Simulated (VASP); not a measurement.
# W3S2 (R-3m) in VASP: single point with PBE

Aim: the single point of W3S2 with PBE.

Program: VASP 6.6.1. These are calculated values, not measurements. Logs are shortened: lines on timing, memory, paths and dates and some standing lists are left out, and cuts for length are marked.

### 1 The cell of the first run

It takes space group R-3m (No. 166, trigonal). Conventional cell: a = 3.571 Å, b = 3.571 Å, c = 24.831 Å, α = 90.00°, β = 90.00°, γ = 120.00°. Within 3.8 Å of W (site symmetry -3m) lie 6 S at 2.64 Å and 12 W at 3.57 to 3.70 Å. Within 3.3 Å of W (site symmetry 3m) lie 3 S at 2.50 Å and 3 W at 2.96 Å. Within 3.3 Å of S (site symmetry 3m) lie 6 W at 2.50 to 2.64 Å.

### 2 Single point, PBE, collinear spin, zero start

INCAR reads:

```
SYSTEM = W3S2
PREC = Accurate
ENCUT = 500
EDIFF = 1E-6
ISMEAR = 0
SIGMA = 0.1
LREAL = .FALSE.
LASPH = .TRUE.
NELM = 200
ALGO = Normal
ISIF = 2
LWAVE = .FALSE.
LCHARG = .TRUE.
ISPIN = 2
MAGMOM = 0 0 0 0 0
LORBIT = 11
LMAXMIX = 4
GGA = PE
LELF = .TRUE.
LVHAR = .TRUE.
NBANDS = 39
GGA_COMPAT = .FALSE.
```

KPOINTS reads:

```
regular mesh
0
G
  6 6 6
  0 0 0
```

POSCAR reads:

```
W3S2
1.0
    1.7855540658      1.0308901205      8.2769488274
   -1.7855540658      1.0308901205      8.2769488274
    0.0000000000     -2.0617802411      8.2769488274
W S
3 2
Direct
    0.0000000000      0.0000000000      0.0000000000
    0.2095000000      0.2095000000      0.2095000000
    0.7905000000      0.7905000000      0.7905000000
    0.4000000000      0.4000000000      0.4000000000
    0.6000000000      0.6000000000      0.6000000000
```

Potentials or basis: VASP PAW PBE potentials, release 64 (W_sv, S).

Started as:

```
cat potpaw_PBE.64/W_sv/POTCAR potpaw_PBE.64/S/POTCAR > POTCAR
mpirun -np 1 vasp_std > vasp.out
```

OUTCAR:

```text
SYSTEM = W3S2
   PREC = Accurate
   ENCUT = 500
   EDIFF = 1E-6
   ISMEAR = 0
   LREAL = .FALSE.
   LASPH = .TRUE.
   NELM = 200
   ISIF = 2
   ISPIN = 2
   LORBIT = 11
   GGA = PE

 ion  position               nearest neighbor table
   1  0.000  0.000  0.000-   5 2.64   4 2.64   5 2.64   5 2.64   4 2.64   4 2.64
   2  0.209  0.209  0.209-   5 2.50   5 2.50   5 2.50   3 2.96   3 2.96   3 2.96
   3  0.791  0.791  0.791-   4 2.50   4 2.50   4 2.50   2 2.96   2 2.96   2 2.96
   4  0.400  0.400  0.400-   3 2.50   3 2.50   3 2.50   1 2.64   1 2.64   1 2.64
   5  0.600  0.600  0.600-   2 2.50   2 2.50   2 2.50   1 2.64   1 2.64   1 2.64

  LATTYP: Found a trigonal (rhomboedric) cell.
 ALAT       =     8.5298780562
 COS(alpha) =     0.9123624232

  Lattice vectors:

 A1 = (   1.7855540658,   1.0308901205,   8.2769488274)
 A2 = (  -1.7855540658,   1.0308901205,   8.2769488274)
 A3 = (   0.0000000000,  -2.0617802411,   8.2769488274)

Analysis of symmetry for initial positions (statically):
=====================================================================
 Subroutine PRICEL returns:
 Original cell was already a primitive cell.

 Routine SETGRP: Setting up the symmetry group for a
 trigonal (rhombohedral) supercell.

 Subroutine GETGRP returns: Found 12 space group operations
 (whereof 12 operations were pure point group operations)
 out of a pool of 12 trial point group operations.

The static configuration has the point symmetry D_3d.

Analysis of symmetry for dynamics (positions and initial velocities):
=====================================================================
 Subroutine PRICEL returns:
 Original cell was already a primitive cell.

 Routine SETGRP: Setting up the symmetry group for a
 trigonal (rhombohedral) supercell.

 Subroutine GETGRP returns: Found 12 space group operations
 (whereof 12 operations were pure point group operations)
 out of a pool of 12 trial point group operations.

The dynamic configuration has the point symmetry D_3d.

Analysis of structural, dynamic, and magnetic symmetry:
=====================================================================
 Subroutine PRICEL returns:
 Original cell was already a primitive cell.

 Routine SETGRP: Setting up the symmetry group for a
 trigonal (rhombohedral) supercell.

 Subroutine GETGRP returns: Found 12 space group operations
 (whereof 12 operations were pure point group operations)
 out of a pool of 12 trial point group operations.

The overall configuration has the point symmetry D_3d.

 Subroutine INISYM returns: Found 12 space group operations
 (whereof 12 operations are pure point group operations),
 and found     1 'primitive' translations

----------------------------------------------------------------------------------------

                                     Primitive cell

  volume of cell :      91.4128

  direct lattice vectors                    reciprocal lattice vectors
     1.785554066  1.030890121  8.276948827     0.280025125  0.161672581  0.040272489
    -1.785554066  1.030890121  8.276948827    -0.280025125  0.161672581  0.040272489
     0.000000000 -2.061780241  8.276948827     0.000000000 -0.323345162  0.040272489

  length of vectors
     8.529878056  8.529878056  8.529878056     0.325843471  0.325843471  0.325843471

  position of ions in fractional coordinates (direct lattice)
     0.000000000  0.000000000  0.000000000
     0.209500000  0.209500000  0.209500000
     0.790500000  0.790500000  0.790500000
     0.400000000  0.400000000  0.400000000
     0.600000000  0.600000000  0.600000000

  ion indices of the primitive-cell ions
   primitive index   ion index
                 1           1
                 2           2
                 3           3
                 4           4
                 5           5

----------------------------------------------------------------------------------------

 KPOINTS: regular mesh
[... 24 lines left out ...]
            Coordinates               Weight
  0.000000  0.000000  0.000000      1.000000
  0.166667  0.000000  0.000000      6.000000
  0.333333  0.000000  0.000000      6.000000
  0.500000 -0.000000  0.000000      3.000000
  0.166667  0.166667  0.000000      6.000000
  0.333333  0.166667  0.000000     12.000000
[... 16 lines left out ...]
  0.500000  0.500000  0.166667      6.000000
 -0.333333  0.500000  0.166667     12.000000
 [... further k-points ...]
   k-points           NKPTS =     32   k-points in BZ     NKDIM =     32   number of bands    NBANDS=     39
   number of dos      NEDOS =    301   number of ions     NIONS =      5
   total plane-waves  NPLWV = 262144
   dimension x,y,z NGX =    64 NGY =   64 NGZ =   64
   dimension x,y,z NGXF=   128 NGYF=  128 NGZF=  128
   ions per type =               3   2
   NGX,Y,Z   is equivalent  to a cutoff of  12.47, 12.47, 12.47 a.u.
   NGXF,Y,Z  is equivalent  to a cutoff of  24.95, 24.95, 24.95 a.u.
 SYSTEM =  W3S2
   PREC   = accura    normal or accurate (medium, high low for compatibility)
   ISTART =      0    job   : 0-new  1-cont  2-samecut
   ICHARG =      2    charge: 1-file 2-atom 10-const
   ISPIN  =      2    spin polarized calculation?
   LNONCOLLINEAR =      F non collinear calculations
   LSORBIT =      F    spin-orbit coupling
   LASPH  =      T    aspherical Exc in radial PAW
   ENCUT  =  500.0 eV  36.75 Ry    6.06 a.u.  15.55 15.55 15.55*2*pi/ulx,y,z
   NELM   =    200;   NELMIN=  2; NELMDL= -5     # of ELM steps
   EDIFF  = 0.1E-05   stopping-criterion for ELM
   LREAL  =      F    real-space projection
   EDIFFG = 0.1E-04   stopping-criterion for IOM
   NSW    =      0    number of steps for IOM
   IBRION =     -1    ionic relax: 0-MD 1-quasi-New 2-CG
   NFREE  =      0    steps in history (QN), initial steepest desc. (CG)
   ISIF   =      2    stress and relaxation
   ISYM   =      2    0-nonsym 1-usesym 2-fastsym
   POTIM  = 0.5000    time-step for ionic-motion
   TEBEG  =    0.0;   TEEND  =   0.0 temperature during run
   PSTRESS=    0.0 pullay stress
   NELECT =      54.0000    total number of electrons
   NUPDOWN=      -1.0000    fix difference up-down
   EMIN   =  10.00;   EMAX   =-10.00  energy-range for DOS
   EFERMI =   0.00;   METHOD = LEGACY
   ISMEAR =     0;   SIGMA  =   0.10  broadening in eV -4-tet -1-fermi 0-gaus
   EFERMI_NEDOS =   21; number of points for ismear=-14 and -15
   IALGO  =     38    algorithm
   IMIX   =      4    mixing-type and parameters
     AMIX     =   0.40;   BMIX     =  1.00
     AMIX_MAG =   1.60;   BMIX_MAG =  1.00
  volume/ion in A,a.u.               =      18.28       123.38
  Fermi-wavevector in a.u.,A,eV,Ry     =   1.373632  2.595788 25.672361  1.886865
  Thomas-Fermi vector in A             =   2.499132
   LORBIT       =     11    0 simple, 1 ext, 2 COOP (PROOUT), +10 PAW based schemes
   GGA     = PE    functional components
   LHFCALC =     F    Hartree Fock is set to
   AEXX    =    0.0000 exact exchange contribution
   IVDW    =     0    specifies the selected vdW correction
   LEPSILON=     F    determine dielectric tensor
   LRPA    =     F    only Hartree local field effects (RPA)
 spin polarized calculation
 Gauss-broadening in eV      SIGMA  =   0.10
  energy-cutoff  :      500.00
  volume of cell :       91.41
 maximum number of plane-waves:      2364
 NGX is ok and might be reduce to    64
   NGX = 31   NGY = 31   NGZ = 31

 number of electron      53.9999999 magnetization      -0.0000055

 number of electron      53.9999999 magnetization       0.0000718

 Free energy of the ion-electron system (eV)
  ---------------------------------------------------
  ext. energy  EPLUGINS =         0.00000000
  ---------------------------------------------------
  free energy    TOTEN  =       -42.22633725 eV

  energy without entropy =      -42.19481437  energy(sigma->0) =      -42.21057581

 E-fermi :   8.9356     XC(G=0): -11.8210

 val. band max:        8.9353041718   @ k =   0.3333   0.3333   0.0000
 cond. band min:       8.9429403709   @ k =   0.1667   0.1667   0.0000
 fundamental gap:      0.0076361991
 Fermi energy:         8.9356466767

 spin component 1

 k-point     1 :       0.0000    0.0000    0.0000
  band No.  band energies     occupation
      1     -65.9011      1.00000
      2     -65.8375      1.00000
      3     -65.8079      1.00000
      4     -30.1317      1.00000
      5     -30.0327      1.00000
      6     -30.0283      1.00000
[... 997 lines left out ...]
     38      13.6143      0.00000
     39      14.5058      0.00000

 [... further k-points ...]

 spin component 2

 k-point     1 :       0.0000    0.0000    0.0000
  band No.  band energies     occupation
      1     -65.9011      1.00000
      2     -65.8375      1.00000
      3     -65.8079      1.00000
      4     -30.1317      1.00000
      5     -30.0327      1.00000
      6     -30.0282      1.00000
[... 997 lines left out ...]
     38      13.6143      0.00000
     39      14.5058      0.00000

 [... further k-points ...]

------------------------ aborting loop because EDIFF is reached ----------------------------------------

  FORCE on cell =-STRESS in cart. coord.  units (eV):
  Direction    XX          YY          ZZ          XY          YZ          ZX
  --------------------------------------------------------------------------------------
  -------------------------------------------------------------------------------------
  Total      -13.5282398    -13.5282398    -11.9700473      0.0000000      0.0000000      0.0000000
  in kB     -237.1073249   -237.1073249   -209.7971319      0.0000000      0.0000000      0.0000000
  external PRESSURE =    -228.0039272 kB  Pullay stress =       0.0000000 kB

 VOLUME and BASIS-vectors are now :
 -----------------------------------------------------------------------------
  energy-cutoff  :      500.00
  volume of cell :       91.41
      direct lattice vectors                 reciprocal lattice vectors
     1.785554066  1.030890121  8.276948827     0.280025125  0.161672581  0.040272489
    -1.785554066  1.030890121  8.276948827    -0.280025125  0.161672581  0.040272489
     0.000000000 -2.061780241  8.276948827     0.000000000 -0.323345162  0.040272489

 POSITION                                       TOTAL-FORCE (eV/Angst)
 -----------------------------------------------------------------------------------
      0.00000      0.00000      0.00000         0.000000      0.000000     -0.000000
      0.00000     -0.00000      5.20206         0.000000      0.000000     -2.013050
      0.00000     -0.00000     19.62878         0.000000     -0.000000      2.013050
      0.00000     -0.00000      9.93234         0.000000      0.000000     -1.118077
      0.00000     -0.00000     14.89851         0.000000     -0.000000      1.118077
 -----------------------------------------------------------------------------------
    total drift:                                0.000000     -0.000000     -0.000000

  FREE ENERGIE OF THE ION-ELECTRON SYSTEM (eV)
  ---------------------------------------------------
  free  energy   TOTEN  =       -42.2263372462 eV

  energy  without entropy=      -42.1948143730  energy(sigma->0) =      -42.21057581

 total charge

# of ion       s       p       d       tot
------------------------------------------
    1        2.252   6.112   3.355  11.719
    2        2.326   6.168   3.236  11.730
    3        2.326   6.168   3.236  11.730
    4        1.308   2.334   0.000   3.642
    5        1.308   2.334   0.000   3.642
--------------------------------------------------
tot          9.521  23.116   9.826  42.463

 magnetization (x)

# of ion       s       p       d       tot
------------------------------------------
    1        0.000   0.000   0.000   0.000
    2       -0.000  -0.000   0.000   0.000
    3       -0.000  -0.000   0.000   0.000
    4        0.000   0.000   0.000   0.000
    5        0.000   0.000   0.000   0.000
--------------------------------------------------
tot          0.000   0.000   0.000   0.000
```

Wall time 19 min (1 thread of Intel Xeon 8259CL, shared host); peak memory 0.76 GiB.

What came out:

* Free energy: -42.2263 eV
* Pressure: -22.8 GPa
* Largest force: 2.013 eV/Å
* Band gap on the k mesh: zero (filled and empty bands overlap)
* Net moment: 0.00 μB per cell
* Valence electrons inside the program's atomic spheres: W 11.72, 11.73 (each value once); S 3.64

Forces in eV/Å, atoms in the order of the input:
```
W    0.000  0.000  0.000
W    0.000  0.000 -2.013
W    0.000  0.000  2.013
S    0.000  0.000 -1.118
S    0.000  0.000  1.118
```

Stress tensor (GPa, compression positive):
```
-23.71   0.00   0.00
  0.00 -23.71   0.00
  0.00   0.00 -20.98
```

Levels at points of the mesh, in eV from the Fermi level:
Spin up:
```
           k point  band 25  band 26  band 27  band 28  band 29  band 30
(0.00, 0.00, 0.00)    -1.32    -1.32    -1.26    -1.26    -1.16     0.61
(0.50, 0.00, 0.00)    -1.18     0.37     0.56     0.89     0.92     1.06
(0.50, 0.50, 0.00)    -0.90    -0.29     0.02     0.76     0.77     0.81
(0.50, 0.50, 0.50)    -0.87    -0.87    -0.49    -0.30    -0.30    -0.16
```
Spin down:
```
           k point  band 23  band 24  band 25  band 26  band 27  band 28  band 29  band 30  band 31  band 32
(0.00, 0.00, 0.00)    -1.86    -1.58    -1.32    -1.32    -1.26    -1.26    -1.16     0.61     0.61     0.86
(0.50, 0.00, 0.00)    -2.31    -2.07    -1.18     0.37     0.56     0.89     0.92     1.06     1.27     1.38
(0.50, 0.50, 0.00)    -1.79    -0.93    -0.90    -0.29     0.02     0.76     0.77     0.81     1.20     1.31
(0.50, 0.50, 0.50)    -1.94    -1.93    -0.87    -0.87    -0.49    -0.30    -0.30    -0.16    -0.16     0.16
```

Caveat: the cell stands under tension; spin-orbit coupling is left out, which moves the levels of the heavy elements; forces of over 1 eV/Å act on the atoms, so gaps and moduli don't describe the material at rest.
